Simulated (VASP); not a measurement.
# Ag (R-3m) in VASP: a series of runs

The runs below take Ag through single point, with r2SCAN, PBEsol.

All numbers are computed with VASP 6.6.1; they aren't measurements. Logs are shortened: lines on timing, memory, paths and dates and some standing lists are left out, and cuts for length are marked.

**1. The cell of the first run**

Symmetry: R-3m, No. 166, trigonal system. The conventional cell has a = 3.903 Å, b = 3.903 Å, c = 10.169 Å, α = 90.00°, β = 90.00°, γ = 120.00°. Within 3.5 Å of Ag (site symmetry 3m) lie 6 Ag at 2.64 to 3.03 Å.

**2. Single point, r2SCAN, collinear spin, zero start**

POSCAR

```
Ag
1.0
    1.9517080000      3.3804530000      0.0000000000
   -1.9517080000      3.3804530000      0.0000000000
    0.0000000000     -2.2536350000      3.3895590000
Ag
2
Direct
    0.2340000000      0.2340000000      0.7020000000
    0.7660000000      0.7660000000      0.2980000000
```

INCAR.step1

```
ALGO     = Normal         # electronic algorithm
EDIFF    = 1E-4           # SCF threshold, eV
ENCUT    = 520            # plane-wave cutoff, eV
GGA      = PE             # functional
ISMEAR   = 0              # smearing method
ISPIN    = 2              # spin polarisation
LASPH    = T              # aspherical terms in the spheres
LCHARG   = F              # write CHGCAR
LMAXMIX  = 4              # l up to which the mixer works
LREAL    = F              # projectors in reciprocal space
LWAVE    = T              # write WAVECAR
MAGMOM   = 0 0            # initial moments
NBANDS   = 22             # bands
NELM     = 150            # most SCF steps
PREC     = Accurate       # precision mode
SIGMA    = 0.0318         # smearing width, eV
```

INCAR.step2

```
ALGO     = Normal         # electronic algorithm
EDIFF    = 1E-6           # SCF threshold, eV
ENCUT    = 520            # plane-wave cutoff, eV
ISIF     = 2              # what is computed and relaxed
ISMEAR   = 0              # smearing method
ISPIN    = 2              # spin polarisation
ISTART   = 1            
LASPH    = T              # aspherical terms in the spheres
LCHARG   = F              # write CHGCAR
LMAXMIX  = 4              # l up to which the mixer works
LMIXTAU  = T            
LORBIT   = 11             # projections on sites
LREAL    = F              # projectors in reciprocal space
LWAVE    = F              # write WAVECAR
MAGMOM   = 0 0            # initial moments
METAGGA  = R2SCAN         # meta-GGA
NBANDS   = 22             # bands
NELM     = 150            # most SCF steps
PREC     = Accurate       # precision mode
SIGMA    = 0.0318         # smearing width, eV
```

KPOINTS

```
k-points
0
Gamma
  6 6 6
```

Potentials or basis: VASP PAW PBE potentials, release 64 (Ag).

Launch:

```bash
$ cat potpaw_PBE.64/Ag/POTCAR > POTCAR
$ cp INCAR.step1 INCAR
$ mpirun -np 1 vasp_std > vasp.out
$ cp INCAR.step2 INCAR
$ mpirun -np 1 vasp_std > vasp.out
```

OUTCAR:

```text
EDIFF = 1E-6
   ENCUT = 520
   ISIF = 2
   ISMEAR = 0
   ISPIN = 2
   ISTART = 1
   LASPH = T
   LORBIT = 11
   LREAL = F
   METAGGA = R2SCAN
   NELM = 150
   PREC = Accurate

 ion  position               nearest neighbor table
   1  0.234  0.234  0.702-   2 2.64   2 2.64   2 2.64   2 3.03   2 3.03   2 3.03
   2  0.766  0.766  0.298-   1 2.64   1 2.64   1 2.64   1 3.03   1 3.03   1 3.03

  LATTYP: Found a trigonal (rhomboedric) cell.
 ALAT       =     4.0703799745
 COS(alpha) =     0.5401779702

  Lattice vectors:

 A1 = (   1.9517080000,   1.1268180000,   3.3895590000)
 A2 = (  -1.9517080000,   1.1268180000,   3.3895590000)
 A3 = (   0.0000000000,  -2.2536350000,   3.3895590000)

Analysis of symmetry for initial positions (statically):
=====================================================================
 Subroutine PRICEL returns:
 Original cell was already a primitive cell.

 Routine SETGRP: Setting up the symmetry group for a
 trigonal (rhombohedral) supercell.

 Subroutine GETGRP returns: Found 12 space group operations
 (whereof 12 operations were pure point group operations)
 out of a pool of 12 trial point group operations.

The static configuration has the point symmetry D_3d.

Analysis of symmetry for dynamics (positions and initial velocities):
=====================================================================
 Subroutine PRICEL returns:
 Original cell was already a primitive cell.

 Routine SETGRP: Setting up the symmetry group for a
 trigonal (rhombohedral) supercell.

 Subroutine GETGRP returns: Found 12 space group operations
 (whereof 12 operations were pure point group operations)
 out of a pool of 12 trial point group operations.

The dynamic configuration has the point symmetry D_3d.

Analysis of structural, dynamic, and magnetic symmetry:
=====================================================================
 Subroutine PRICEL returns:
 Original cell was already a primitive cell.

 Routine SETGRP: Setting up the symmetry group for a
 trigonal (rhombohedral) supercell.

 Subroutine GETGRP returns: Found 12 space group operations
 (whereof 12 operations were pure point group operations)
 out of a pool of 12 trial point group operations.

The overall configuration has the point symmetry D_3d.

 Subroutine INISYM returns: Found 12 space group operations
[... 111 lines left out ...]
   EFERMI =   0.00;   METHOD = LEGACY
   ISMEAR =     0;   SIGMA  =   0.03  broadening in eV -4-tet -1-fermi 0-gaus
   EFERMI_NEDOS =   21; number of points for ismear=-14 and -15
   IALGO  =     38    algorithm
   IMIX   =      4    mixing-type and parameters
     AMIX     =   0.40;   BMIX     =  1.00
     AMIX_MAG =   1.60;   BMIX_MAG =  1.00
  volume/ion in A,a.u.               =      22.36       150.91
  Fermi-wavevector in a.u.,A,eV,Ry     =   1.292294  2.442082 22.722062  1.670024
  Thomas-Fermi vector in A             =   2.424011
   LORBIT       =     11    0 simple, 1 ext, 2 COOP (PROOUT), +10 PAW based schemes
   METAGGA = R2SCAN    functional components
   LHFCALC =     F    Hartree Fock is set to
   AEXX    =    0.0000 exact exchange contribution
   IVDW    =     0    specifies the selected vdW correction
   LEPSILON=     F    determine dielectric tensor
   LRPA    =     F    only Hartree local field effects (RPA)
 spin polarized calculation
 Gauss-broadening in eV      SIGMA  =   0.03
  energy-cutoff  :      520.00
  volume of cell :       44.73
 maximum number of plane-waves:      1219
 NGX is ok and might be reduce to    30
   NGX = 15   NGY = 15   NGZ = 15

 number of electron      22.0000000 magnetization      -0.0000001

 number of electron      22.0000000 magnetization       0.0000000

 Free energy of the ion-electron system (eV)
  ---------------------------------------------------
  ext. energy  EPLUGINS =         0.00000000
  ---------------------------------------------------
  free energy    TOTEN  =       -41.70805470 eV

  energy without entropy =      -41.70722650  energy(sigma->0) =      -41.70764060

 E-fermi :   5.2851     XC(G=0): -11.1065

 val. band max:        5.2843991991   @ k =   0.5000  -0.0000   0.1667
 cond. band min:       5.3586992336   @ k =  -0.3333   0.3333   0.1667
 fundamental gap:      0.0743000345
 Fermi energy:         5.2851152711

 spin component 1

 k-point     1 :       0.0000    0.0000    0.0000
  band No.  band energies     occupation
      1      -0.9085      1.00000
      2      -0.6051      1.00000
      3      -0.6051      1.00000
      4      -0.1121      1.00000
      5      -0.1121      1.00000
      6      -0.0944      1.00000
[... 589 lines left out ...]
     21      25.5045      0.00000
     22      27.1848      0.00000

 [... further k-points ...]

 spin component 2

 k-point     1 :       0.0000    0.0000    0.0000
  band No.  band energies     occupation
      1      -0.9085      1.00000
      2      -0.6051      1.00000
      3      -0.6051      1.00000
      4      -0.1121      1.00000
      5      -0.1121      1.00000
      6      -0.0944      1.00000
[... 589 lines left out ...]
     21      25.5045      0.00000
     22      27.1848      0.00000

 [... further k-points ...]
[... 5 lines left out ...]
  --------------------------------------------------------------------------------------
  -------------------------------------------------------------------------------------
  Total       -1.0724969     -1.0724941     -0.6155351      0.0000000     -0.0000001      0.0000000
  in kB      -38.4187894    -38.4186890    -22.0495861      0.0000000     -0.0000022      0.0000000
  external PRESSURE =     -32.9623549 kB  Pullay stress =       0.0000000 kB

 VOLUME and BASIS-vectors are now :
 -----------------------------------------------------------------------------
  energy-cutoff  :      520.00
  volume of cell :       44.73
      direct lattice vectors                 reciprocal lattice vectors
     1.951708000  3.380453000  0.000000000     0.256185864  0.147909171  0.098341195
    -1.951708000  3.380453000  0.000000000    -0.256185864  0.147909171  0.098341195
     0.000000000 -2.253635000  3.389559000     0.000000000  0.000000000  0.295023630

 POSITION                                       TOTAL-FORCE (eV/Angst)
 -----------------------------------------------------------------------------------
      0.00000      0.00000      2.37947         0.000000      0.000000      1.215796
      0.00000      4.50727      1.01009         0.000000     -0.000000     -1.215796
 -----------------------------------------------------------------------------------
    total drift:                                0.000000      0.000000     -0.000000

  FREE ENERGIE OF THE ION-ELECTRON SYSTEM (eV)
  ---------------------------------------------------
  free  energy   TOTEN  =       -41.7080546970 eV

  energy  without entropy=      -41.7072265037  energy(sigma->0) =      -41.70764060

 total charge

# of ion       s       p       d       tot
------------------------------------------
    1        0.445   0.199   9.208   9.852
    2        0.445   0.199   9.208   9.852
--------------------------------------------------
tot          0.890   0.399  18.415  19.704

 magnetization (x)

# of ion       s       p       d       tot
------------------------------------------
    1        0.000   0.000   0.000   0.000
    2        0.000   0.000   0.000   0.000
--------------------------------------------------
tot          0.000   0.000   0.000   0.000
```

OUTCAR.step1:

```text
EDIFF = 1E-4
   ENCUT = 520
   GGA = PE
   ISMEAR = 0
   ISPIN = 2
[... 1445 lines left out ...]
 -----------------------------------------------------------------------------------
      0.00000      0.00000      2.37947         0.000000      0.000000      1.267022
      0.00000      4.50727      1.01009         0.000000     -0.000000     -1.267022
 -----------------------------------------------------------------------------------
    total drift:                                0.000000      0.000000     -0.000000

  FREE ENERGIE OF THE ION-ELECTRON SYSTEM (eV)
  ---------------------------------------------------
  free  energy   TOTEN  =        -4.5001031422 eV

  energy  without entropy=       -4.4993022787  energy(sigma->0) =       -4.49970271
```

OSZICAR.step1:

```text
N       E                     dE             d eps       ncg     rms          rms(c)
DAV:   1     0.127991714037E+03    0.12799E+03   -0.11055E+04  2816   0.957E+02
DAV:   2    -0.219121495679E+01   -0.13018E+03   -0.12202E+03  3128   0.226E+02
DAV:   3    -0.483428513868E+01   -0.26431E+01   -0.26345E+01  3320   0.352E+01
DAV:   4    -0.484437795897E+01   -0.10093E-01   -0.10092E-01  3074   0.220E+00
DAV:   5    -0.484449503747E+01   -0.11708E-03   -0.11708E-03  3338   0.252E-01    0.505E+00
DAV:   6    -0.451384198905E+01    0.33065E+00   -0.78971E-01  3080   0.790E+00    0.353E+00
DAV:   7    -0.450395237140E+01    0.98896E-02   -0.12334E-02  3116   0.778E-01    0.204E+00
DAV:   8    -0.450011534499E+01    0.38370E-02   -0.17833E-03  3206   0.261E-01    0.386E-02
DAV:   9    -0.450010314221E+01    0.12203E-04   -0.11545E-04  2256   0.553E-02
   1 F= -.45001031E+01 E0= -.44997027E+01  d E =-.800863E-03  mag=    -0.0000
```

It took 91 s on 1 thread of Intel Xeon 6975P-C (Granite Rapids), shared host; peak memory 0.21 GiB.

What came out:

| Item | Value |
| --- | --- |
| Free energy | -41.7081 eV |
| Pressure | -3.3 GPa |
| Largest force | 1.216 eV/Å |
| Band gap on the k mesh | zero (filled and empty bands overlap) |
| Net moment | 0.00 μB per cell |
| Valence electrons inside the program's atomic spheres | Ag 9.85 |

Forces on the atoms (eV/Å):
```
Ag   0.000  0.000  1.216
Ag   0.000  0.000 -1.216
```

Stress tensor (GPa, compression positive):
```
-3.84  0.00  0.00
 0.00 -3.84  0.00
 0.00  0.00 -2.20
```

Caveat: the PAW data sets were made with another functional, which shifts forces and pressure a little.

**3. Single point, PBEsol**

INCAR

```
SYSTEM = Ag
  PREC = Accurate
  ENCUT = 520
  EDIFF = 1E-6
  ISMEAR = 0
  SIGMA = 0.0318
  LREAL = .FALSE.
  LASPH = .TRUE.
  NELM = 100
  ALGO = Normal
  ISIF = 2
  LWAVE = .FALSE.
  LCHARG = .TRUE.
  GGA = PS
  LELF = .TRUE.
  LVHAR = .TRUE.
  ISYM = 0
  NBANDS = 18
```

KPOINTS

```
Automatic mesh
0
G
  6 6 6
  0 0 0
```

POSCAR is that of step 2.

Potentials or basis: VASP PAW PBE potentials, release 64 (Ag).

Launch:

```bash
$ cat potpaw_PBE.64/Ag/POTCAR > POTCAR
$ mpirun -np 1 vasp_std > vasp.out
```

OUTCAR:

```text
SYSTEM = Ag
   PREC = Accurate
   ENCUT = 520
   EDIFF = 1E-6
   ISMEAR = 0
   LREAL = .FALSE.
   LASPH = .TRUE.
   NELM = 100
   ISIF = 2
   GGA = PS
   ISYM = 0

 ion  position               nearest neighbor table
   1  0.234  0.234  0.702-   2 2.64   2 2.64   2 2.64   2 3.03   2 3.03   2 3.03
   2  0.766  0.766  0.298-   1 2.64   1 2.64   1 2.64   1 3.03   1 3.03   1 3.03

IMPORTANT INFORMATION: All symmetrisations will be switched off!
NOSYMM: (Re-)initialisation of all symmetry stuff for point group C_1.

[... 652 lines left out ...]
     18      19.0092      0.00000

 [... further k-points ...]
[... 5 lines left out ...]
  --------------------------------------------------------------------------------------
  -------------------------------------------------------------------------------------
  Total       -1.6994897     -1.6994837     -1.2206550      0.0000006      0.0000204      0.0000003
  in kB      -60.8788134    -60.8786003    -43.7260817      0.0000221      0.0007311      0.0000109
  external PRESSURE =     -55.1611651 kB  Pullay stress =       0.0000000 kB

 VOLUME and BASIS-vectors are now :
 -----------------------------------------------------------------------------
  energy-cutoff  :      520.00
  volume of cell :       44.73
      direct lattice vectors                 reciprocal lattice vectors
     1.951708000  3.380453000  0.000000000     0.256185864  0.147909171  0.098341195
    -1.951708000  3.380453000  0.000000000    -0.256185864  0.147909171  0.098341195
     0.000000000 -2.253635000  3.389559000     0.000000000  0.000000000  0.295023630

 POSITION                                       TOTAL-FORCE (eV/Angst)
 -----------------------------------------------------------------------------------
      0.00000      0.00000      2.37947        -0.000000      0.000007      1.131972
      0.00000      4.50727      1.01009         0.000000     -0.000007     -1.131972
 -----------------------------------------------------------------------------------
    total drift:                               -0.000000     -0.000000      0.000004

  FREE ENERGIE OF THE ION-ELECTRON SYSTEM (eV)
  ---------------------------------------------------
  free  energy   TOTEN  =        -5.4218924682 eV

  energy  without entropy=       -5.4210670294  energy(sigma->0) =       -5.42147975
```

OSZICAR:

```text
N       E                     dE             d eps       ncg     rms          rms(c)
DAV:   1     0.121942274328E+03    0.12194E+03   -0.11361E+04  4040   0.117E+03
DAV:   2    -0.389977282415E+01   -0.12584E+03   -0.11928E+03  4192   0.253E+02
DAV:   3    -0.590280597866E+01   -0.20030E+01   -0.19963E+01  4546   0.362E+01
DAV:   4    -0.591024784628E+01   -0.74419E-02   -0.74412E-02  4458   0.217E+00
DAV:   5    -0.591032738081E+01   -0.79535E-04   -0.79534E-04  4498   0.241E-01    0.542E+00
DAV:   6    -0.543844453939E+01    0.47188E+00   -0.14644E+00  4356   0.117E+01    0.351E+00
DAV:   7    -0.542714546584E+01    0.11299E-01   -0.15388E-02  4266   0.967E-01    0.203E+00
DAV:   8    -0.542192797780E+01    0.52175E-02   -0.19144E-03  4368   0.308E-01    0.513E-02
DAV:   9    -0.542188593939E+01    0.42038E-04   -0.17299E-04  4398   0.744E-02    0.155E-02
DAV:  10    -0.542189100907E+01   -0.50697E-05   -0.12298E-05  4498   0.234E-02    0.821E-03
DAV:  11    -0.542189251086E+01   -0.15018E-05   -0.11425E-06  3410   0.821E-03    0.696E-04
DAV:  12    -0.542189246816E+01    0.42693E-07   -0.50690E-08  2138   0.205E-03
   1 F= -.54218925E+01 E0= -.54214797E+01  d E =-.825439E-03
```

It took 30 s on 1 thread of Intel Xeon 6975P-C (Granite Rapids), shared host; peak memory 0.21 GiB.

What came out:

```yaml
Free_energy: -5.4219 eV
Pressure: -5.5 GPa
Largest_force: 1.132 eV/Å
Band_gap_on_the_k_mesh: zero (band 11 reaches 5.54 eV, above the bottom of band 12 at 3.44 eV)
```

Forces in eV/Å, atoms in the order of the input:
```
Ag   0.000  0.000  1.132
Ag   0.000  0.000 -1.132
```

Levels at points of the mesh, in eV from the Fermi level:
```
           k point  band 7  band 8  band 9  band 10  band 11  band 12  band 13  band 14  band 15  band 16
(0.00, 0.00, 0.00)   -2.99   -2.81   -2.81    -2.16    -2.16     7.40     8.41     8.41    10.20    11.54
(0.50, 0.00, 0.00)   -3.88   -3.73   -3.25    -3.17    -1.21    -1.17     7.83     8.53     9.50    10.22
(0.00, 0.50, 0.00)   -3.88   -3.73   -3.25    -3.17    -1.21    -1.17     7.83     8.53     9.50    10.22
(0.50, 0.50, 0.50)   -3.88   -3.73   -3.25    -3.17    -1.21    -1.17     7.83     8.53     9.50    10.22
(0.50, 0.50, 0.00)   -3.55   -3.54   -2.80    -2.21    -0.41     1.19     3.54     4.05     6.38     9.03
(0.00, 0.50, 0.50)   -3.55   -3.54   -2.80    -2.21    -0.41     1.19     3.54     4.05     6.38     9.03
(0.50, 0.00, 0.50)   -3.55   -3.54   -2.80    -2.21    -0.41     1.19     3.54     4.05     6.38     9.03
(0.00, 0.00, 0.50)   -3.46   -3.46   -3.26    -3.26    -1.64    -1.59     9.54     9.54    10.15    10.15
```

Caveat: the PAW data sets were made with another functional, which shifts forces and pressure a little.
